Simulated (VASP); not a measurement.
# ScInS3 (P4mm) in VASP: a series of runs

The runs below take ScInS3 through relaxation of cell and atoms, with PBE.

Everything below comes from runs of VASP 6.6.1. Logs are shortened: lines on timing, memory, paths and dates and some standing lists are left out, and cuts for length are marked.

## 1. The cell of the first run

The structure is tetragonal, space group P4mm (No. 99). The conventional cell has a = 4.355 Å, b = 4.355 Å, c = 5.868 Å, α = 90.00°, β = 90.00°, γ = 90.00°. Sc (site symmetry 4mm) has 12 S at 3.17 to 3.73 Å and 4 In at 3.52 Å and 4 Sc at 4.36 Å within 4.4 Å. Within 3.2 Å of In (site symmetry 4mm) lie 5 S at 2.46 to 2.55 Å. S (site symmetry 2mm) has 2 In at 2.55 Å and 6 S at 3.01 to 3.08 Å within 3.4 Å. Within 3.2 Å of S (site symmetry 4mm) lie 1 In at 2.46 Å and 4 S at 3.01 Å and 4 Sc at 3.17 Å.

The cell was built from a structure type or drawn by symmetry, and may not be a known phase.

## 2. Relaxation of cell and atoms, PBE

Contents of INCAR:

```
SYSTEM = ScInS3
  PREC = Accurate
  ENCUT = 600
  EDIFF = 1E-6
  ISMEAR = 0
  SIGMA = 0.1
  LREAL = .False.
  LASPH = .True.
  NELM = 80
  ALGO = Normal
  ISIF = 3
  LWAVE = .False.
  LCHARG = .False.
  GGA = PE
  IBRION = 2
  NSW = 90
  EDIFFG = -0.04
```

Contents of KPOINTS:

```
Automatic mesh
0
Gamma
  4 4 4
  0 0 0
```

Contents of POSCAR:

```
ScInS3
1.0
    4.3554606300      0.0000000000      0.0000000000
    0.0000000000      4.3554606300      0.0000000000
    0.0000000000      0.0000000000      5.8679577200
Sc In S
1 1 3
Direct
    0.5000000000      0.5000000000      0.7217770800
    0.0000000000      0.0000000000      0.0108211200
    0.5000000000      0.0000000000      0.2377544000
    0.0000000000      0.5000000000      0.2377544000
    0.0000000000      0.0000000000      0.5922929600
```

Potentials or basis: VASP PAW PBE potentials, release 64 (Sc_sv, In_d, S).

Started as:

```console
> cat potpaw_PBE.64/Sc_sv/POTCAR potpaw_PBE.64/In_d/POTCAR potpaw_PBE.64/S/POTCAR > POTCAR
> mpirun -np 1 vasp_std > vasp.out
```

OUTCAR:

```text
SYSTEM = ScInS3
   PREC = Accurate
   ENCUT = 600
   EDIFF = 1E-6
   ISMEAR = 0
   LREAL = .False.
   LASPH = .True.
   NELM = 80
   ISIF = 3
   GGA = PE
   IBRION = 2
   NSW = 90
   EDIFFG = -0.04

 ion  position               nearest neighbor table
   1  0.500  0.500  0.722-   2 3.52   2 3.52   2 3.52   2 3.52
   2  0.000  0.000  0.011-   5 2.46   4 2.55   3 2.55   4 2.55   3 2.55   1 3.52   1 3.52   1 3.52
                             1 3.52
   3  0.500  0.000  0.238-   2 2.55   2 2.55
   4  0.000  0.500  0.238-   2 2.55   2 2.55
   5  0.000  0.000  0.592-   2 2.46

  LATTYP: Found a simple tetragonal cell.
 ALAT       =     4.3554606300
 C/A-ratio  =     1.3472645533

  Lattice vectors:

 A1 = (   4.3554606300,   0.0000000000,   0.0000000000)
 A2 = (   0.0000000000,   4.3554606300,   0.0000000000)
 A3 = (   0.0000000000,   0.0000000000,   5.8679577200)

Analysis of symmetry for initial positions (statically):
=====================================================================
 Subroutine PRICEL returns:
 Original cell was already a primitive cell.

 Routine SETGRP: Setting up the symmetry group for a
 simple tetragonal supercell.

 Subroutine GETGRP returns: Found  8 space group operations
 (whereof  8 operations were pure point group operations)
 out of a pool of 16 trial point group operations.

The static configuration has the point symmetry C_4v.

Analysis of symmetry for dynamics (positions and initial velocities):
=====================================================================
 Subroutine PRICEL returns:
 Original cell was already a primitive cell.

 Routine SETGRP: Setting up the symmetry group for a
 simple tetragonal supercell.

 Subroutine GETGRP returns: Found  8 space group operations
 (whereof  8 operations were pure point group operations)
 out of a pool of 16 trial point group operations.

The dynamic configuration has the point symmetry C_4v.

 Subroutine INISYM returns: Found  8 space group operations
 (whereof  8 operations are pure point group operations),
 and found     1 'primitive' translations

----------------------------------------------------------------------------------------

                                     Primitive cell

  volume of cell :     111.3154

  direct lattice vectors                    reciprocal lattice vectors
     4.355460630  0.000000000  0.000000000     0.229596841  0.000000000  0.000000000
     0.000000000  4.355460630  0.000000000     0.000000000  0.229596841  0.000000000
     0.000000000  0.000000000  5.867957720     0.000000000  0.000000000  0.170417042

  length of vectors
     4.355460630  4.355460630  5.867957720     0.229596841  0.229596841  0.170417042

  position of ions in fractional coordinates (direct lattice)
     0.500000000  0.500000000  0.721777080
     0.000000000  0.000000000  0.010821120
     0.500000000  0.000000000  0.237754400
     0.000000000  0.500000000  0.237754400
     0.000000000  0.000000000  0.592292960

  ion indices of the primitive-cell ions
   primitive index   ion index
                 1           1
                 2           2
                 3           3
                 4           4
                 5           5

----------------------------------------------------------------------------------------

 KPOINTS: Automatic mesh

Automatic generation of k-mesh.
 Grid dimensions read from file:
 generate k-points for:    4    4    4

 Generating k-lattice:

  Cartesian coordinates                     Fractional coordinates (reciprocal lattice)
     0.057399210  0.000000000  0.000000000     0.250000000  0.000000000  0.000000000
     0.000000000  0.057399210  0.000000000     0.000000000  0.250000000  0.000000000
     0.000000000  0.000000000  0.042604261     0.000000000  0.000000000  0.250000000

  Length of vectors
     0.057399210  0.057399210  0.042604261

  Shift w.r.t. Gamma in fractional coordinates (k-lattice)
     0.000000000  0.000000000  0.000000000

 Subroutine IBZKPT returns following result:
 ===========================================

 Found     18 irreducible k-points:

 Following reciprocal coordinates:
            Coordinates               Weight
  0.000000  0.000000  0.000000      1.000000
  0.250000  0.000000  0.000000      4.000000
  0.500000  0.000000  0.000000      2.000000
  0.250000  0.250000  0.000000      4.000000
  0.500000  0.250000  0.000000      4.000000
  0.500000  0.500000  0.000000      1.000000
[... 10 lines left out ...]
  0.500000  0.250000  0.500000      4.000000
  0.500000  0.500000  0.500000      1.000000
   k-points           NKPTS =     18   k-points in BZ     NKDIM =     18   number of bands    NBANDS=     25
   number of dos      NEDOS =    301   number of ions     NIONS =      5
   total plane-waves  NPLWV =  62208
   dimension x,y,z NGX =    36 NGY =   36 NGZ =   48
   dimension x,y,z NGXF=    72 NGYF=   72 NGZF=   96
   ions per type =               1   1   3
   NGX,Y,Z   is equivalent  to a cutoff of  13.74, 13.74, 13.60 a.u.
   NGXF,Y,Z  is equivalent  to a cutoff of  27.48, 27.48, 27.20 a.u.
 SYSTEM =  ScInS3
   PREC   = accura    normal or accurate (medium, high low for compatibility)
   ISTART =      0    job   : 0-new  1-cont  2-samecut
   ICHARG =      2    charge: 1-file 2-atom 10-const
   ISPIN  =      1    spin polarized calculation?
   LNONCOLLINEAR =      F non collinear calculations
   LSORBIT =      F    spin-orbit coupling
   LASPH  =      T    aspherical Exc in radial PAW
   ENCUT  =  600.0 eV  44.10 Ry    6.64 a.u.   8.70  8.70 11.72*2*pi/ulx,y,z
   NELM   =     80;   NELMIN=  2; NELMDL= -5     # of ELM steps
   EDIFF  = 0.1E-05   stopping-criterion for ELM
   LREAL  =      F    real-space projection
   EDIFFG = -.4E-01   stopping-criterion for IOM
   NSW    =     90    number of steps for IOM
   IBRION =      2    ionic relax: 0-MD 1-quasi-New 2-CG
   NFREE  =      1    steps in history (QN), initial steepest desc. (CG)
   ISIF   =      3    stress and relaxation
   ISYM   =      2    0-nonsym 1-usesym 2-fastsym
   POTIM  = 0.5000    time-step for ionic-motion
   TEBEG  =    0.0;   TEEND  =   0.0 temperature during run
   PSTRESS=    0.0 pullay stress
   NELECT =      42.0000    total number of electrons
   NUPDOWN=      -1.0000    fix difference up-down
   EMIN   =  10.00;   EMAX   =-10.00  energy-range for DOS
   EFERMI =   0.00;   METHOD = LEGACY
   ISMEAR =     0;   SIGMA  =   0.10  broadening in eV -4-tet -1-fermi 0-gaus
   EFERMI_NEDOS =   21; number of points for ismear=-14 and -15
   IALGO  =     38    algorithm
   IMIX   =      4    mixing-type and parameters
     AMIX     =   0.40;   BMIX     =  1.00
     AMIX_MAG =   1.60;   BMIX_MAG =  1.00
  volume/ion in A,a.u.               =      22.26       150.24
  Fermi-wavevector in a.u.,A,eV,Ry     =   1.182968  2.235485 19.040163  1.399412
  Thomas-Fermi vector in A             =   2.319211
   LORBIT       =      0    0 simple, 1 ext, 2 COOP (PROOUT), +10 PAW based schemes
   GGA     = PE    functional components
   LHFCALC =     F    Hartree Fock is set to
   AEXX    =    0.0000 exact exchange contribution
   IVDW    =     0    specifies the selected vdW correction
   LEPSILON=     F    determine dielectric tensor
   LRPA    =     F    only Hartree local field effects (RPA)
 conjugate gradient relaxation of ions
 non-spin polarized calculation
 Gauss-broadening in eV      SIGMA  =   0.10
  energy-cutoff  :      600.00
  volume of cell :      111.32
 maximum number of plane-waves:      3736
 NGX is ok and might be reduce to    36
   NGX = 17   NGY = 17   NGZ = 23

--------------------------------------- Ionic step        1  -------------------------------------------

 number of electron      41.9999994 magnetization

 Free energy of the ion-electron system (eV)
  ---------------------------------------------------
  ext. energy  EPLUGINS =         0.00000000
  ---------------------------------------------------
  free energy    TOTEN  =       -21.09505577 eV

  energy without entropy =      -21.06984076  energy(sigma->0) =      -21.08244827

------------------------ aborting loop because EDIFF is reached ----------------------------------------

  FORCE on cell =-STRESS in cart. coord.  units (eV):
  Direction    XX          YY          ZZ          XY          YZ          ZX
  --------------------------------------------------------------------------------------
  -------------------------------------------------------------------------------------
  Total        0.9481266      0.9481266     -2.1146105      0.0000000      0.0000000      0.0000000
  in kB       13.6465148     13.6465148    -30.4358758      0.0000000      0.0000000      0.0000000
  external PRESSURE =      -1.0476154 kB  Pullay stress =       0.0000000 kB
[... 98 lines left out ...]
  FREE ENERGIE OF THE ION-ELECTRON SYSTEM (eV)
  ---------------------------------------------------
  free  energy   TOTEN  =       -21.4644826576 eV

  energy  without entropy=      -21.4396487801  energy(sigma->0) =      -21.45206572

 E-fermi :   5.0604     XC(G=0):  -9.5094

 val. band max:        5.0238721384   @ k =   0.2500   0.0000   0.0000
 cond. band min:       5.0925633720   @ k =   0.5000   0.5000   0.0000
 fundamental gap:      0.0686912336
 Fermi energy:         5.0603775482

 k-point     1 :       0.0000    0.0000    0.0000
  band No.  band energies     occupation
      1     -46.8823      2.00000
      2     -25.4598      2.00000
      3     -25.4135      2.00000
      4     -25.4135      2.00000
      5     -10.0716      2.00000
      6      -9.9081      2.00000
[... 493 lines left out ...]
     24       5.4122      0.00000
     25       5.4987      0.00000

[... ionic steps 4 to 24 ...]

--------------------------------------- Ionic step       25  -------------------------------------------

 number of electron      42.0000011 magnetization

------------------------ aborting loop because EDIFF is reached ----------------------------------------

  FORCE on cell =-STRESS in cart. coord.  units (eV):
  Direction    XX          YY          ZZ          XY          YZ          ZX
  --------------------------------------------------------------------------------------
  -------------------------------------------------------------------------------------
  Total        0.1687477      0.1687477      0.0474003      0.0000000      0.0000000      0.0000000
  in kB        2.1069444      2.1069444      0.5918292      0.0000000      0.0000000      0.0000000
  external PRESSURE =       1.6019060 kB  Pullay stress =       0.0000000 kB
[... 63 lines left out ...]
  energy  without entropy=      -25.3509378971  energy(sigma->0) =      -25.35248529

--------------------------------------- Ionic step       27  -------------------------------------------

 number of electron      42.0000012 magnetization

 Free energy of the ion-electron system (eV)
  ---------------------------------------------------
  ext. energy  EPLUGINS =         0.00000000
  ---------------------------------------------------
  free energy    TOTEN  =       -25.35405409 eV

  energy without entropy =      -25.35095952  energy(sigma->0) =      -25.35250680

 E-fermi :   3.9230     XC(G=0):  -8.7589

 val. band max:        3.8658871019   @ k =   0.5000   0.5000   0.5000
 cond. band min:       4.1436921204   @ k =   0.5000   0.5000   0.5000
 fundamental gap:      0.2778050184
 Fermi energy:         3.9229540708

 k-point     1 :       0.0000    0.0000    0.0000
  band No.  band energies     occupation
      1     -46.8886      2.00000
      2     -25.6064      2.00000
      3     -25.4075      2.00000
      4     -25.4075      2.00000
      5     -10.8715      2.00000
      6     -10.8336      2.00000
[... 525 lines left out ...]
  FREE ENERGIE OF THE ION-ELECTRON SYSTEM (eV)
  ---------------------------------------------------
  free  energy   TOTEN  =       -25.3540540862 eV

  energy  without entropy=      -25.3509595163  energy(sigma->0) =      -25.35250680

 reached required accuracy - stopping structural energy minimisation
```

Run time: 15 min. Hardware: 1 thread of Intel Xeon Platinum 8259CL at 2.50GHz (Skylake/Cascade Lake), shared host; peak memory 0.29 GiB.

Results:

```yaml
Free_energy: -25.3541 eV
Relaxed_volume: 25.74 Å³/atom
Relaxed_cell: a = 4.512 Å, b = 4.512 Å, c = 6.322 Å, α = 90.00°, β = 90.00°, γ = 90.00°
Space_group_after_relaxing_to_0.1_Å: P4mm (No. 99)
Energy_gained_by_relaxing: 851.8 meV/atom
Ionic_steps: 27
Pressure_after_relaxing: -0.1 GPa
Largest_force_after_relaxing: 0.031 eV/Å
Band_gap_on_the_k_mesh: zero (bands 21 and 22 overlap by 0.01 eV)
```

Forces in eV/Å, atoms in the order of the input:
```
Sc   0.000  0.000  0.031
In   0.000  0.000 -0.010
S    0.000  0.000  0.001
S    0.000  0.000  0.001
S    0.000  0.000 -0.023
```

The path:
| step | energy change (eV) | largest force (eV/Å) | pressure (GPa) | volume (Å³) |
| --- | --- | --- | --- | --- |
| 1 | 0.0000 | 1.8696 | -0.10 | 111.32 |
| 2 | -0.2824 | 1.3317 | 1.40 | 111.05 |
| 3 | -0.3694 | 2.6142 | 3.58 | 110.71 |
| 4 | -0.4884 | 2.2778 | 3.07 | 112.16 |
| 5 | -0.7554 | 1.5606 | 1.60 | 116.58 |
| 6 | -0.9599 | 1.8429 | -1.22 | 125.64 |
| 7 | -1.2053 | 2.2008 | -1.45 | 125.28 |
| 8 | -1.9743 | 2.5823 | -1.53 | 124.19 |
| 9 | -2.7435 | 2.1417 | 3.17 | 121.93 |
| 10 | -2.9176 | 1.9410 | 1.90 | 126.00 |
| 11 | -2.9635 | 1.7590 | 0.93 | 129.84 |
| 12 | -3.1114 | 1.5642 | -0.32 | 130.98 |
| 13 | -3.3258 | 0.6752 | -2.37 | 134.45 |
| 14 | -3.4310 | 0.7309 | -1.61 | 133.08 |
| 15 | -3.6061 | 2.3808 | 1.08 | 129.09 |
| 16 | -3.7353 | 2.2181 | 1.27 | 128.56 |
| 17 | -4.0306 | 1.8271 | 1.94 | 126.68 |
| 18 | -4.0444 | 1.3792 | 3.38 | 121.71 |
| 19 | -4.1424 | 1.5823 | 2.72 | 124.13 |
| 20 | -4.2098 | 0.8754 | 1.23 | 126.35 |
| 21 | -4.2363 | 0.3578 | -0.40 | 129.21 |
| 22 | -4.2364 | 0.3592 | -0.36 | 129.09 |
| 23 | -4.2442 | 0.2918 | -0.26 | 128.94 |
| 24 | -4.2574 | 0.1124 | 0.03 | 128.49 |
| 25 | -4.2585 | 0.0828 | 0.16 | 128.32 |
| 26 | -4.2590 | 0.0425 | -0.01 | 128.60 |
| 27 | -4.2590 | 0.0309 | -0.07 | 128.70 |

Final structure:
```
Sc In S
1.0
     4.51205    0.00000    0.00000
     0.00000    4.51205    0.00000
     0.00000    0.00000    6.32175
Sc In S
1 1 3
Cartesian
  2.2560 2.2560 3.0155
  0.0000 0.0000 0.4727
  2.2560 4.5120 1.7499
  0.0000 2.2560 1.7499
  0.0000 0.0000 4.3936
```

Caveat: the k points lie up to 0.35 Å⁻¹ apart in the final cell; the volume moved by over 15 % at a fixed basis, so the end points are rough; spin-orbit coupling is left out, which moves the levels of the heavy elements.

(Part 1 of 2 ends here.)
